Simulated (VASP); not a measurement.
# TaSi2 (P1) in VASP: a series of runs, part 2 of 2

VASP 6.6.1. Earlier steps stand in the parts before.

## Step 4: Single point, PBEsol (atom 1 (Ta) moved by -0.428 Å along [1 0 0] and -0.214 Å along [0 0 1])

File INCAR:

```
SYSTEM = TaSi2
ALGO = Fast
EDIFF = 1E-7
ENCUT = 520
GGA = PS
ISIF = 2
ISMEAR = 0
LASPH = .True.
LCHARG = .False.
LREAL = .False.
LWAVE = .False.
NBANDS = 38
NELM = 60
PREC = Accurate
SIGMA = 0.15
```

File KPOINTS:

```
k-points
0
Gamma
  9 9 6
  0 0 0
```

File POSCAR:

```
TaSi2
1.0
    4.7613605622      0.0000000000      0.0000000000
   -2.3806802811      4.1234592035      0.0000000000
    0.0000000000      0.0000000000      6.5581204410
Ta Si
3 6
Direct
    0.4101097272      0.0000000000     -0.0326313007
    0.5000000000      0.5000000000      0.6666666667
    0.0000000000      0.5000000000      0.3333333333
    0.1592624125      0.3185248251      0.0000000000
    0.8407375875      0.1592624125      0.6666666667
    0.6814751749      0.8407375875      0.3333333333
    0.8407375875      0.6814751749      0.0000000000
    0.1592624125      0.8407375875      0.6666666667
    0.3185248251      0.1592624125      0.3333333333
```

Potentials or basis: VASP PAW PBE potentials, release 64 (Ta_pv, Si).

Launch:

```bash
$ cat potpaw_PBE.64/Ta_pv/POTCAR potpaw_PBE.64/Si/POTCAR > POTCAR
$ mpirun -np 1 vasp_std > vasp.out
```

OUTCAR:

```text
SYSTEM = TaSi2
   EDIFF = 1E-7
   ENCUT = 520
   GGA = PS
   ISIF = 2
   ISMEAR = 0
   LASPH = .True.
   LREAL = .False.
   NELM = 60
   PREC = Accurate

 ion  position               nearest neighbor table
   1  0.410  0.000  0.967-   8 2.23   7 2.36   4 2.36   9 2.62   5 2.67   4 2.85   7 2.85   2 2.95
                             6 3.00   4 3.11   7 3.11   3 3.25   2 3.28   3 3.55
   2  0.500  0.500  0.667-   4 2.60   7 2.60   6 2.60   9 2.60   8 2.72   5 2.72   8 2.72   5 2.72
                             8 2.81   5 2.81   1 2.95   3 3.23   3 3.23   1 3.28
   3  0.000  0.500  0.333-   4 2.60   7 2.60   5 2.60   8 2.60   9 2.72   6 2.72   9 2.72   6 2.72
                             6 2.81   9 2.81   2 3.23   2 3.23   1 3.25   1 3.55
   4  0.159  0.319  0.000-   1 2.36   5 2.55   9 2.55   3 2.60   2 2.60   7 2.63   7 2.81   7 2.81
                             1 2.85   1 3.11
   5  0.841  0.159  0.667-   4 2.55   6 2.55   3 2.60   8 2.63   1 2.67   2 2.72   2 2.72   2 2.81
                             8 2.81   8 2.81
   6  0.681  0.841  0.333-   7 2.55   5 2.55   2 2.60   9 2.63   3 2.72   3 2.72   3 2.81   9 2.81
                             9 2.81   1 3.00
   7  0.841  0.681  0.000-   1 2.36   8 2.55   6 2.55   3 2.60   2 2.60   4 2.63   4 2.81   4 2.81
                             1 2.85   1 3.11
   8  0.159  0.841  0.667-   1 2.23   7 2.55   9 2.55   3 2.60   5 2.63   2 2.72   2 2.72   2 2.81
                             5 2.81   5 2.81
   9  0.319  0.159  0.333-   4 2.55   8 2.55   2 2.60   1 2.62   6 2.63   3 2.72   3 2.72   3 2.81
                             6 2.81   6 2.81

  LATTYP: Found a hexagonal cell.
 ALAT       =     4.7613605622
 C/A-ratio  =     1.3773627003

  Lattice vectors:

 A1 = (   4.7613605622,   0.0000000000,   0.0000000000)
 A2 = (  -2.3806802811,   4.1234592035,   0.0000000000)
 A3 = (   0.0000000000,   0.0000000000,   6.5581204410)

Analysis of symmetry for initial positions (statically):
=====================================================================
 Subroutine PRICEL returns:
 Original cell was already a primitive cell.

 Routine SETGRP: Setting up the symmetry group for a
 hexagonal supercell.

 Subroutine GETGRP returns: Found  1 space group operations
 (whereof  1 operations were pure point group operations)
 out of a pool of 24 trial point group operations.

The static configuration has the point symmetry C_1 .

Analysis of symmetry for dynamics (positions and initial velocities):
=====================================================================
 Subroutine PRICEL returns:
 Original cell was already a primitive cell.

 Routine SETGRP: Setting up the symmetry group for a
 hexagonal supercell.

 Subroutine GETGRP returns: Found  1 space group operations
 (whereof  1 operations were pure point group operations)
 out of a pool of 24 trial point group operations.

The dynamic configuration has the point symmetry C_1 .

 Subroutine INISYM returns: Found  1 space group operations
 (whereof  1 operations are pure point group operations),
 and found     1 'primitive' translations

----------------------------------------------------------------------------------------

                                     Primitive cell

  volume of cell :     128.7574

  direct lattice vectors                    reciprocal lattice vectors
[... 84 lines left out ...]
   number of dos      NEDOS =    301   number of ions     NIONS =      9
   total plane-waves  NPLWV =  64800
   dimension x,y,z NGX =    36 NGY =   36 NGZ =   50
   dimension x,y,z NGXF=    72 NGYF=   72 NGZF=  100
   ions per type =               3   6
   NGX,Y,Z   is equivalent  to a cutoff of  12.57, 12.57, 12.67 a.u.
   NGXF,Y,Z  is equivalent  to a cutoff of  25.14, 25.14, 25.35 a.u.
 SYSTEM =  TaSi2
   PREC   = accura    normal or accurate (medium, high low for compatibility)
   ISTART =      0    job   : 0-new  1-cont  2-samecut
   ICHARG =      2    charge: 1-file 2-atom 10-const
   ISPIN  =      1    spin polarized calculation?
   LNONCOLLINEAR =      F non collinear calculations
   LSORBIT =      F    spin-orbit coupling
   LASPH  =      T    aspherical Exc in radial PAW
   ENCUT  =  520.0 eV  38.22 Ry    6.18 a.u.   8.85  8.85 12.19*2*pi/ulx,y,z
   NELM   =     60;   NELMIN=  2; NELMDL= -5     # of ELM steps
   EDIFF  = 0.1E-06   stopping-criterion for ELM
   LREAL  =      F    real-space projection
   EDIFFG = 0.1E-05   stopping-criterion for IOM
   NSW    =      0    number of steps for IOM
   IBRION =     -1    ionic relax: 0-MD 1-quasi-New 2-CG
   NFREE  =      0    steps in history (QN), initial steepest desc. (CG)
   ISIF   =      2    stress and relaxation
   ISYM   =      2    0-nonsym 1-usesym 2-fastsym
   POTIM  = 0.5000    time-step for ionic-motion
   TEBEG  =    0.0;   TEEND  =   0.0 temperature during run
   PSTRESS=    0.0 pullay stress
   NELECT =      57.0000    total number of electrons
   NUPDOWN=      -1.0000    fix difference up-down
   EMIN   =  10.00;   EMAX   =-10.00  energy-range for DOS
   EFERMI =   0.00;   METHOD = LEGACY
   ISMEAR =     0;   SIGMA  =   0.15  broadening in eV -4-tet -1-fermi 0-gaus
   EFERMI_NEDOS =   21; number of points for ismear=-14 and -15
   IALGO  =     68    algorithm
   IMIX   =      4    mixing-type and parameters
     AMIX     =   0.40;   BMIX     =  1.00
     AMIX_MAG =   1.60;   BMIX_MAG =  1.00
  volume/ion in A,a.u.               =      14.31        96.54
  Fermi-wavevector in a.u.,A,eV,Ry     =   1.247697  2.357805 21.180833  1.556747
  Thomas-Fermi vector in A             =   2.381817
   LORBIT       =      0    0 simple, 1 ext, 2 COOP (PROOUT), +10 PAW based schemes
   GGA     = PS    functional components
   LHFCALC =     F    Hartree Fock is set to
   AEXX    =    0.0000 exact exchange contribution
   IVDW    =     0    specifies the selected vdW correction
   LEPSILON=     F    determine dielectric tensor
   LRPA    =     F    only Hartree local field effects (RPA)
 non-spin polarized calculation
 RMM-DIIS sequential band-by-band and
 Gauss-broadening in eV      SIGMA  =   0.15
  energy-cutoff  :      520.00
  volume of cell :      128.76
 maximum number of plane-waves:      3501
   NGX = 17   NGY = 17   NGZ = 25

 number of electron      57.0000000 magnetization

 Free energy of the ion-electron system (eV)
  ---------------------------------------------------
  ext. energy  EPLUGINS =         0.00000000
  ---------------------------------------------------
  free energy    TOTEN  =       -75.05206865 eV

  energy without entropy =      -75.01550980  energy(sigma->0) =      -75.03378923

 E-fermi :   9.3675     XC(G=0): -12.1771

 val. band max:        9.3673432942   @ k =   0.1111   0.1111   0.3333
 cond. band min:       9.3720185368   @ k =   0.1111  -0.2222   0.3333
 fundamental gap:      0.0046752426
 Fermi energy:         9.3674630905

 k-point     1 :       0.0000    0.0000    0.0000
  band No.  band energies     occupation
      1     -24.9696      2.00000
      2     -24.9215      2.00000
      3     -24.9143      2.00000
      4     -24.8292      2.00000
      5     -24.8194      2.00000
      6     -24.7661      2.00000
[... 973 lines left out ...]
     37      13.1422      0.00000
     38      13.3663      0.00000

 [... further k-points ...]

------------------------ aborting loop because EDIFF is reached ----------------------------------------

  FORCE on cell =-STRESS in cart. coord.  units (eV):
  Direction    XX          YY          ZZ          XY          YZ          ZX
  --------------------------------------------------------------------------------------
  -------------------------------------------------------------------------------------
  Total        8.4938793      3.3522438      7.9137000      1.1123953      3.3019548      2.6043677
  in kB      105.6925816     41.7132488     98.4731898     13.8419594     41.0874832     32.4071413
  external PRESSURE =      81.9596734 kB  Pullay stress =       0.0000000 kB

 VOLUME and BASIS-vectors are now :
 -----------------------------------------------------------------------------
  energy-cutoff  :      520.00
  volume of cell :      128.76
      direct lattice vectors                 reciprocal lattice vectors
     4.761360562  0.000000000  0.000000000     0.210024002  0.121257414  0.000000000
    -2.380680281  4.123459204  0.000000000     0.000000000  0.242514828  0.000000000
     0.000000000  0.000000000  6.558120441     0.000000000  0.000000000  0.152482713

 POSITION                                       TOTAL-FORCE (eV/Angst)
 -----------------------------------------------------------------------------------
      1.95268      0.00000      6.34412         9.222277      1.122940      4.811928
      1.19034      2.06173      4.37208        -1.089523     -0.329052     -0.397663
     -1.19034      2.06173      2.18604        -0.726897      0.425896     -0.258473
     -0.00000      1.31342      0.00000        -2.516000      1.161613      0.236153
      3.62390      0.65671      4.37208        -0.432862      0.030463      0.112132
      1.24322      3.46675      2.18604        -0.672168      0.203931     -0.621698
      2.38068      2.81004      0.00000        -2.307549     -1.124903     -0.046507
     -1.24322      3.46675      4.37208        -1.588386     -1.442680     -3.870279
      1.13746      0.65671      2.18604         0.111108     -0.048209      0.034407
 -----------------------------------------------------------------------------------
    total drift:                               -0.000098     -0.000038      0.000012

  FREE ENERGIE OF THE ION-ELECTRON SYSTEM (eV)
  ---------------------------------------------------
  free  energy   TOTEN  =       -75.0520686477 eV

  energy  without entropy=      -75.0155098024  energy(sigma->0) =      -75.03378923
```

Run time: 47 min. Hardware: 1 thread of Oxide Virtual Turin-like, shared host; peak memory 0.87 GiB.

What came out:

```
Free energy            : -75.0521 eV
Pressure               : 8.2 GPa
Largest force          : 10.463 eV/Å
Band gap on the k mesh : zero (an odd number of electrons rules out a gap without spin polarisation)
```

Forces in eV/Å, atoms in the order of the input:
```
Ta   9.222  1.123  4.812
Ta  -1.090 -0.329 -0.398
Ta  -0.727  0.426 -0.258
Si  -2.516  1.162  0.236
Si  -0.433  0.030  0.112
Si  -0.672  0.204 -0.622
Si  -2.308 -1.125 -0.047
Si  -1.588 -1.443 -3.870
Si   0.111 -0.048  0.034
```

Levels at points of the mesh, in eV from the Fermi level:
| k point | band 26 | band 27 | band 28 | band 29 | band 30 | band 31 |
| --- | --- | --- | --- | --- | --- | --- |
| (0.00, 0.00, 0.00) | -2.19 | -2.02 | -1.90 | -1.37 | 0.63 | 2.36 |
| (0.00, 0.00, 0.50) | -1.94 | -1.72 | -1.63 | 0.77 | 1.04 | 2.08 |

Caveat: the cell differs from its parent crystal (atom 1 (Ta) moved by -0.428 Å along [1 0 0] and -0.214 Å along [0 0 1]); the stress differs along the axes, from 4 to 11 GPa; the PAW data sets were made with another functional, which shifts forces and pressure a little; spin-orbit coupling is left out, which moves the levels of the heavy elements.

## Step 5: Summary

```tsv
cell	gap on the mesh (eV)	pressure (GPa)	largest force (eV/Å)
as given, atomic positions A	none	39.4	31.63
as given, atomic positions B	none	3.4	6.13
as given, atomic positions C	none	8.2	10.46
```

Alike in all rows: task single point; level PBEsol; potentials or basis VASP PAW PBE potentials, release 64 (Ta_pv, Si); no spin polarisation; k mesh 9 × 9 × 6; cutoff (eV) 520; smearing gaussian 0.15 eV.

Caveats: the PAW data sets were made with another functional, which shifts forces and pressure a little; spin-orbit coupling is left out, which moves the levels of the heavy elements; the stress differs along the axes, from 30 to 45 GPa (at least some runs); the cell stands under pressure (at least some runs); the stress differs along the axes, from 4 to 11 GPa (at least some runs).

Total energies depend on the potentials used, so only differences within one code and one set of settings carry meaning.
